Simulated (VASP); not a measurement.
# VN (Fm-3m) in VASP: notebook, part 2 of 2

VASP 6.6.1.

## Step 3: Single point, PBEsol

This run uses another cell than the first one, of 8.45 Å³/atom, 0.966 times its volume.

INCAR

```
SYSTEM = VN
PREC = Accurate
ENCUT = 600
EDIFF = 1E-6
ISMEAR = 0
SIGMA = 0.1
LREAL = .False.
LASPH = .True.
NELM = 120
ALGO = Normal
ISIF = 2
LWAVE = .False.
LCHARG = .False.
GGA = PS
NBANDS = 16
GGA_COMPAT = .False.
```

KPOINTS

```
regular mesh
0
Gamma
  8 8 8
  0 0 0
```

POSCAR

```
VN
1.0
    0.0000000000      2.0365371304      2.0365371304
    2.0365371304      0.0000000000      2.0365371304
    2.0365371304      2.0365371304      0.0000000000
V N
1 1
Direct
    0.5000000000      0.5000000000      0.5000000000
    0.0000000000      0.0000000000      0.0000000000
```

Potentials or basis: VASP PAW PBE potentials, release 64 (V_sv, N).

Launch:

```
$ cat potpaw_PBE.64/V_sv/POTCAR potpaw_PBE.64/N/POTCAR > POTCAR
$ mpirun -np 1 vasp_std > vasp.out
```

OUTCAR:

```text
SYSTEM = VN
   PREC = Accurate
   ENCUT = 600
   EDIFF = 1E-6
   ISMEAR = 0
   LREAL = .False.
   LASPH = .True.
   NELM = 120
   ISIF = 2
   GGA = PS

 ion  position               nearest neighbor table
   1  0.500  0.500  0.500-   2 2.04   2 2.04   2 2.04   2 2.04   2 2.04   2 2.04
   2  0.000  0.000  0.000-   1 2.04   1 2.04   1 2.04   1 2.04   1 2.04   1 2.04

  LATTYP: Found a face centered cubic cell.
 ALAT       =     4.0730742608

  Lattice vectors:

 A1 = (   0.0000000000,   2.0365371304,   2.0365371304)
 A2 = (   2.0365371304,   0.0000000000,   2.0365371304)
 A3 = (   2.0365371304,   2.0365371304,   0.0000000000)

Analysis of symmetry for initial positions (statically):
=====================================================================
 Subroutine PRICEL returns:
 Original cell was already a primitive cell.

 Routine SETGRP: Setting up the symmetry group for a
 face centered cubic supercell.

 Subroutine GETGRP returns: Found 48 space group operations
 (whereof 48 operations were pure point group operations)
 out of a pool of 48 trial point group operations.

The static configuration has the point symmetry O_h .

Analysis of symmetry for dynamics (positions and initial velocities):
=====================================================================
 Subroutine PRICEL returns:
 Original cell was already a primitive cell.

 Routine SETGRP: Setting up the symmetry group for a
 face centered cubic supercell.

 Subroutine GETGRP returns: Found 48 space group operations
 (whereof 48 operations were pure point group operations)
 out of a pool of 48 trial point group operations.

The dynamic configuration has the point symmetry O_h .

 Subroutine INISYM returns: Found 48 space group operations
 (whereof 48 operations are pure point group operations),
 and found     1 'primitive' translations

----------------------------------------------------------------------------------------

                                     Primitive cell

  volume of cell :      16.8930

  direct lattice vectors                    reciprocal lattice vectors
     0.000000000  2.036537130  2.036537130    -0.245514797  0.245514797  0.245514797
     2.036537130  0.000000000  2.036537130     0.245514797 -0.245514797  0.245514797
     2.036537130  2.036537130  0.000000000     0.245514797  0.245514797 -0.245514797

  length of vectors
     2.880098430  2.880098430  2.880098430     0.425244102  0.425244102  0.425244102

  position of ions in fractional coordinates (direct lattice)
     0.500000000  0.500000000  0.500000000
     0.000000000  0.000000000  0.000000000

  ion indices of the primitive-cell ions
   primitive index   ion index
                 1           1
                 2           2

----------------------------------------------------------------------------------------

 KPOINTS: regular mesh

Automatic generation of k-mesh.
 Grid dimensions read from file:
 generate k-points for:    8    8    8

 Generating k-lattice:

  Cartesian coordinates                     Fractional coordinates (reciprocal lattice)
    -0.030689350  0.030689350  0.030689350     0.125000000  0.000000000  0.000000000
     0.030689350 -0.030689350  0.030689350     0.000000000  0.125000000  0.000000000
     0.030689350  0.030689350 -0.030689350     0.000000000  0.000000000  0.125000000

  Length of vectors
     0.053155513  0.053155513  0.053155513

  Shift w.r.t. Gamma in fractional coordinates (k-lattice)
     0.000000000  0.000000000  0.000000000

 Subroutine IBZKPT returns following result:
 ===========================================

 Found     29 irreducible k-points:

 Following reciprocal coordinates:
            Coordinates               Weight
  0.000000  0.000000  0.000000      1.000000
  0.125000  0.000000  0.000000      8.000000
  0.250000  0.000000  0.000000      8.000000
  0.375000  0.000000  0.000000      8.000000
  0.500000  0.000000  0.000000      4.000000
  0.125000  0.125000  0.000000      6.000000
[... 16 lines left out ...]
  0.500000  0.250000  0.125000     48.000000
 -0.375000  0.250000  0.125000     24.000000
 [... further k-points ...]
   k-points           NKPTS =     29   k-points in BZ     NKDIM =     29   number of bands    NBANDS=     16
   number of dos      NEDOS =    301   number of ions     NIONS =      2
   total plane-waves  NPLWV =  13824
   dimension x,y,z NGX =    24 NGY =   24 NGZ =   24
   dimension x,y,z NGXF=    48 NGYF=   48 NGZF=   48
   ions per type =               1   1
   NGX,Y,Z   is equivalent  to a cutoff of  13.85, 13.85, 13.85 a.u.
   NGXF,Y,Z  is equivalent  to a cutoff of  27.71, 27.71, 27.71 a.u.
 SYSTEM =  VN
   PREC   = accura    normal or accurate (medium, high low for compatibility)
   ISTART =      0    job   : 0-new  1-cont  2-samecut
   ICHARG =      2    charge: 1-file 2-atom 10-const
   ISPIN  =      1    spin polarized calculation?
   LNONCOLLINEAR =      F non collinear calculations
   LSORBIT =      F    spin-orbit coupling
   LASPH  =      T    aspherical Exc in radial PAW
   ENCUT  =  600.0 eV  44.10 Ry    6.64 a.u.   5.75  5.75  5.75*2*pi/ulx,y,z
   NELM   =    120;   NELMIN=  2; NELMDL= -5     # of ELM steps
   EDIFF  = 0.1E-05   stopping-criterion for ELM
   LREAL  =      F    real-space projection
   EDIFFG = 0.1E-04   stopping-criterion for IOM
   NSW    =      0    number of steps for IOM
   IBRION =     -1    ionic relax: 0-MD 1-quasi-New 2-CG
   NFREE  =      0    steps in history (QN), initial steepest desc. (CG)
   ISIF   =      2    stress and relaxation
   ISYM   =      2    0-nonsym 1-usesym 2-fastsym
   POTIM  = 0.5000    time-step for ionic-motion
   TEBEG  =    0.0;   TEEND  =   0.0 temperature during run
   PSTRESS=    0.0 pullay stress
   NELECT =      18.0000    total number of electrons
   NUPDOWN=      -1.0000    fix difference up-down
   EMIN   =  10.00;   EMAX   =-10.00  energy-range for DOS
   EFERMI =   0.00;   METHOD = LEGACY
   ISMEAR =     0;   SIGMA  =   0.10  broadening in eV -4-tet -1-fermi 0-gaus
   EFERMI_NEDOS =   21; number of points for ismear=-14 and -15
   IALGO  =     38    algorithm
   IMIX   =      4    mixing-type and parameters
     AMIX     =   0.40;   BMIX     =  1.00
     AMIX_MAG =   1.60;   BMIX_MAG =  1.00
  volume/ion in A,a.u.               =       8.45        57.00
  Fermi-wavevector in a.u.,A,eV,Ry     =   1.672104  3.159819 38.040970  2.795932
  Thomas-Fermi vector in A             =   2.757310
   LORBIT       =      0    0 simple, 1 ext, 2 COOP (PROOUT), +10 PAW based schemes
   GGA     = PS    functional components
   LHFCALC =     F    Hartree Fock is set to
   AEXX    =    0.0000 exact exchange contribution
   IVDW    =     0    specifies the selected vdW correction
   LEPSILON=     F    determine dielectric tensor
   LRPA    =     F    only Hartree local field effects (RPA)
 non-spin polarized calculation
 Gauss-broadening in eV      SIGMA  =   0.10
  energy-cutoff  :      600.00
  volume of cell :       16.89
 maximum number of plane-waves:       588
   NGX = 11   NGY = 11   NGZ = 11

 number of electron      18.0000005 magnetization

 Free energy of the ion-electron system (eV)
  ---------------------------------------------------
  ext. energy  EPLUGINS =         0.00000000
  ---------------------------------------------------
  free energy    TOTEN  =       -20.56591352 eV

  energy without entropy =      -20.55366021  energy(sigma->0) =      -20.55978687

 E-fermi :  12.4323     XC(G=0): -14.0134

 val. band max:       12.3891431961   @ k =   0.2500   0.0000   0.0000
 cond. band min:      12.4489268539   @ k =  -0.3750   0.2500   0.0000
 fundamental gap:      0.0597836578
 Fermi energy:        12.4323240379

 k-point     1 :       0.0000    0.0000    0.0000
  band No.  band energies     occupation
      1     -52.7941      2.00000
      2     -26.5159      2.00000
      3     -26.5159      2.00000
      4     -26.5159      2.00000
      5      -5.8232      2.00000
      6      10.0983      2.00000
[... 8 lines left out ...]
     15      26.3533      0.00000
     16      32.6481      0.00000

 k-point     2 :       0.1250    0.0000    0.0000
  band No.  band energies     occupation
      1     -52.7813      2.00000
      2     -26.6030      2.00000
      3     -26.5238      2.00000
      4     -26.5238      2.00000
      5      -5.4877      2.00000
      6       8.4119      2.00000
[... 8 lines left out ...]
     15      26.2670      0.00000
     16      32.1984      0.00000
[... 387 lines left out ...]
      5      -3.4818      2.00000
      6       4.4793      2.00000
[... 8 lines left out ...]
     15      25.3321      0.00000
     16      26.8143      0.00000

 k-point    24 :      -0.3750    0.2500    0.1250
  band No.  band energies     occupation
      1     -52.6912      2.00000
      2     -26.9985      2.00000
      3     -26.7132      2.00000
      4     -26.6175      2.00000
      5      -3.1808      2.00000
      6       4.1854      2.00000
[... 8 lines left out ...]
     15      25.6609      0.00000
     16      26.6281      0.00000

 [... further k-points ...]
[... 5 lines left out ...]
  --------------------------------------------------------------------------------------
  -------------------------------------------------------------------------------------
  Total        0.0587631      0.0587631      0.0587631      0.0000000      0.0000000      0.0000000
  in kB        5.5732516      5.5732516      5.5732516      0.0000000      0.0000000      0.0000000
  external PRESSURE =       5.5732516 kB  Pullay stress =       0.0000000 kB

 VOLUME and BASIS-vectors are now :
 -----------------------------------------------------------------------------
  energy-cutoff  :      600.00
  volume of cell :       16.89
      direct lattice vectors                 reciprocal lattice vectors
     0.000000000  2.036537130  2.036537130    -0.245514797  0.245514797  0.245514797
     2.036537130  0.000000000  2.036537130     0.245514797 -0.245514797  0.245514797
     2.036537130  2.036537130  0.000000000     0.245514797  0.245514797 -0.245514797

 POSITION                                       TOTAL-FORCE (eV/Angst)
 -----------------------------------------------------------------------------------
      2.03654      2.03654      2.03654        -0.000000      0.000000     -0.000000
      0.00000      0.00000      0.00000         0.000000      0.000000      0.000000
 -----------------------------------------------------------------------------------
    total drift:                                0.000000     -0.000000      0.000000

  FREE ENERGIE OF THE ION-ELECTRON SYSTEM (eV)
  ---------------------------------------------------
  free  energy   TOTEN  =       -20.5659135222 eV

  energy  without entropy=      -20.5536602115  energy(sigma->0) =      -20.55978687
```

OSZICAR:

```text
N       E                     dE             d eps       ncg     rms          rms(c)
DAV:   1     0.166961688580E+03    0.16696E+03   -0.12214E+04   928   0.147E+03
DAV:   2    -0.205093927758E+02   -0.18747E+03   -0.18081E+03  1032   0.410E+02
DAV:   3    -0.256950461547E+02   -0.51857E+01   -0.51591E+01   992   0.757E+01
DAV:   4    -0.257241261280E+02   -0.29080E-01   -0.29077E-01  1184   0.600E+00
DAV:   5    -0.257243615682E+02   -0.23544E-03   -0.23544E-03  1000   0.500E-01    0.323E+01
DAV:   6    -0.215656820203E+02    0.41587E+01   -0.21076E+01  1160   0.601E+01    0.912E+00
DAV:   7    -0.207046011437E+02    0.86108E+00   -0.54968E+00  1064   0.277E+01    0.100E+01
DAV:   8    -0.206436464612E+02    0.60955E-01   -0.95959E-01   936   0.132E+01    0.318E+00
DAV:   9    -0.205658532117E+02    0.77793E-01   -0.17922E-01   968   0.582E+00    0.317E-01
DAV:  10    -0.205660996042E+02   -0.24639E-03   -0.84369E-03   960   0.979E-01    0.247E-01
DAV:  11    -0.205659086389E+02    0.19097E-03   -0.42294E-04  1000   0.267E-01    0.590E-02
DAV:  12    -0.205659136888E+02   -0.50500E-05   -0.20864E-05  1008   0.469E-02    0.292E-03
DAV:  13    -0.205659135222E+02    0.16667E-06   -0.12263E-07   544   0.447E-03
   1 F= -.20565914E+02 E0= -.20559787E+02  d E =-.122533E-01
```

stdout:

```text
POSCAR found type information on POSCAR V N
 POSCAR found :  2 types and       2 ions
 scaLAPACK will be used
 -----------------------------------------------------------------------------
|                                                                             |
|                                                                             |
|     You enforced a specific xc type in the INCAR file but a different       |
|     I HOPE YOU KNOW WHAT YOU ARE DOING!                                     |
|                                                                             |
 -----------------------------------------------------------------------------

 LDA part: xc-table for (Slater+PW92), standard interpolation
 POSCAR, INCAR and KPOINTS ok, starting setup
 FFT: planning ... GRIDC
 FFT: planning ... GRID_SOFT
 FFT: planning ... GRID
 WAVECAR not read
 entering main loop
```

It took 4 s on 1 thread of Intel Xeon 6975P-C (Granite Rapids), shared host; peak memory 0.13 GiB.

Results:

- Free energy: -20.5659 eV
- Pressure: 0.6 GPa
- Band gap on the k mesh: zero (band 9 reaches 13.03 eV, above the bottom of band 10 at 10.75 eV)

Caveat: the PAW data sets were made with another functional, which shifts forces and pressure a little; the run has no spin polarisation, though such a crystal can be magnetic. With open d or f shells a metallic result of PBEsol can be an artefact of self-interaction; +U or a hybrid may open a gap.
